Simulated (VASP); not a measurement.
The system is SrMg.

```xyz
2
Lattice="0.0000 3.7400 3.7400 3.7400 0.0000 3.7400 3.7400 3.7400 0.0000" Properties=species:S:1:pos:R:3 pbc="T T T"
Sr    0.0000    0.0000    0.0000
Mg    1.8700    1.8700    1.8700
```

- Program: VASP 6.6.1
- Task: relaxation of cell and atoms
- Functional: LDA
- Potentials or basis: VASP PAW LDA potentials, release 64 (Sr_sv, Mg)
- Cutoff: 600 eV
- k mesh: 5 × 5 × 5
- Occupations: fermi-dirac, width 0.05 eV
- Spin: no spin polarisation

At the start: pressure 0.5 GPa; volume 52.31 Å³/atom.

How do energy, volume and symmetry change on relaxing?

Over 4 steps the energy falls by 4.0 meV/atom and the volume is 55.14 Å³/atom (+5.4 %); space group F-43m (No. 216, to 0.1 Å) before and after.

Step by step:
| step | energy change (eV) | largest force (eV/Å) | pressure (GPa) | volume (Å³) |
| --- | --- | --- | --- | --- |
| 1 | 0.0000 | 0.0000 | 0.48 | 104.63 |
| 2 | -0.0054 | 0.0000 | 0.26 | 107.01 |
| 3 | -0.0078 | 0.0000 | -0.06 | 111.07 |
| 4 | -0.0080 | 0.0000 | 0.00 | 110.27 |

Final structure:
```
Sr Mg
1.0
     0.00000    3.80607    3.80607
     3.80607    0.00000    3.80607
     3.80607    3.80607    0.00000
Sr Mg
1 1
Direct
  0.00000 0.00000 0.00000
  0.25000 0.25000 0.25000
```
